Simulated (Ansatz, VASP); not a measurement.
One calculation of WC, two programs

The input INCAR:

```
SYSTEM = WC
ALGO     = Normal         ! electronic algorithm
EDIFF    = 1E-7           ! SCF threshold, eV
ENCUT    = 520            ! plane-wave cutoff, eV
GGA      = PS             ! functional
ISIF     = 2              ! what is computed and relaxed
ISMEAR   = 0              ! smearing method
LASPH    = .TRUE.         ! aspherical terms in the spheres
LCHARG   = .FALSE.        ! write CHGCAR
LREAL    = .FALSE.        ! projectors in reciprocal space
LWAVE    = .FALSE.        ! write WAVECAR
NBANDS   = 16             ! bands
NELM     = 80             ! most SCF steps
PREC     = Accurate       ! precision mode
SIGMA    = 0.15           ! smearing width, eV
```

KPOINTS

```
k-points
0
G
  18 18 16
  0 0 0
```

Contents of POSCAR:

```
WC
1.0
    2.9005014360      0.0000000000      0.0000000000
   -1.4502507180      2.5119079273      0.0000000000
    0.0000000000      0.0000000000      2.8290000000
W C
1 1
Direct
    0.0000000000      0.0000000000      0.0000000000
    0.6149514708      0.3333333333      0.5000000000
```

Input for Ansatz:

```yaml
crystal:
  lattice:
    - [2.900501436, 0.0, 0.0]
    - [-1.450250718, 2.5119079273, 0.0]
    - [0.0, 0.0, 2.829]
  atoms:
    - { symbol: W, position: [0.0, 0.0, 0.0] }
    - { symbol: C, position: [0.6149514708, 0.3333333333, 0.5] }
basis:
  ecutwfc: 420
kpoints:
  mp_grid: { grid: [18, 18, 16] }
hamiltonian:
  xc: pbesol
scf:
  occupations: { method: gaussian, width: 0.15 }
output:
  forces: true
  stress: true
  eigenvalues: true
  write_density: true
  write_potential: true
  elf: true
  volumetric_format: npy
```

Alike in both runs: task single point; functional PBEsol; k mesh 18 × 18 × 16; occupations gaussian, width 0.15 eV; no spin polarisation.

|  | VASP | Ansatz |
| --- | --- | --- |
| version | VASP 6.6.1 | Ansatz 0.2.0 |
| potentials or method | VASP PAW PBE potentials, release 64 (W_sv, C), cutoff 520 eV | scalar-relativistic, plane waves, PAW |
| valence electrons in the cell | 18 | 18 |

VASP gave:

| Item | Value |
| --- | --- |
| gap on the k mesh at the Fermi level (eV) | none |
| pressure (GPa) | 4.1 |
| traceless stress, the component that is largest in VASP (GPa) | 6.30 |
| rms of the force components (eV/Å) | 1.374 |

**Question.** Estimate Ansatz's values.

**Answer.** gap on the k mesh at the Fermi level (eV): none; pressure (GPa): 2.8; traceless stress, the component that is largest in VASP (GPa): 6.13; rms of the force components (eV/Å): 1.365.

VASP's potentials were made for PBE, not for PBEsol. Atom by atom the forces differ by 0.009 eV/Å (rms over components). A gap of «none» marks a metal or a gap that the smearing closes. The functional is the same, so the differences come from potentials, cutoffs and numerics.

Spin-orbit coupling is off throughout.
